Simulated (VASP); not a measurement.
Here is a VASP 6.6.1 calculation.

The input INCAR:

```
PREC = Accurate ; ENCUT = 520
EDIFF = 1E-6 ; ISMEAR = 0
SIGMA = 0.15 ; LREAL = F
LASPH = T ; NELM = 60
ALGO = Normal ; ISIF = 2
LWAVE = F ; LCHARG = F
GGA = PS ; NBANDS = 18
```

File KPOINTS:

```
regular mesh
0
Gamma
  12 12 10
```

The input POSCAR:

```
PtSe2
1.0
    3.7607249071      0.0000000000      0.0000000000
   -1.8803624535      3.2568833062      0.0000000000
    0.0000000000      0.0000000000      5.1186341014
Pt Se
1 2
Direct
    0.0000000000      0.0000000000      0.0000000000
    0.3333333333      0.6666666667      0.2606754608
    0.6666666667      0.3333333333      0.7393245392
```

Potentials or basis: VASP PAW PBE potentials, release 64 (Pt, Se).

Launch:

```bash
$ cat potpaw_PBE.64/Pt/POTCAR potpaw_PBE.64/Se/POTCAR > POTCAR
$ mpirun -np 1 vasp_std > vasp.out
```

(1) What does it give for the largest force?

(2) What does it give for the band gap on the k mesh?

(3) What does it give for the pressure?

Results:

(1) 0.616 eV/Å.

(2) zero (bands 11 and 12 overlap by 0.62 eV).

(3) -4.7 GPa.

Caveat: the cell differs from its parent crystal (strain +0.0525 x Voigt [0, 0, 1, 0, 0, 0]); the cell stands under tension; the PAW data sets were made with another functional, which shifts forces and pressure a little; spin-orbit coupling is left out, which moves the levels of the heavy elements.
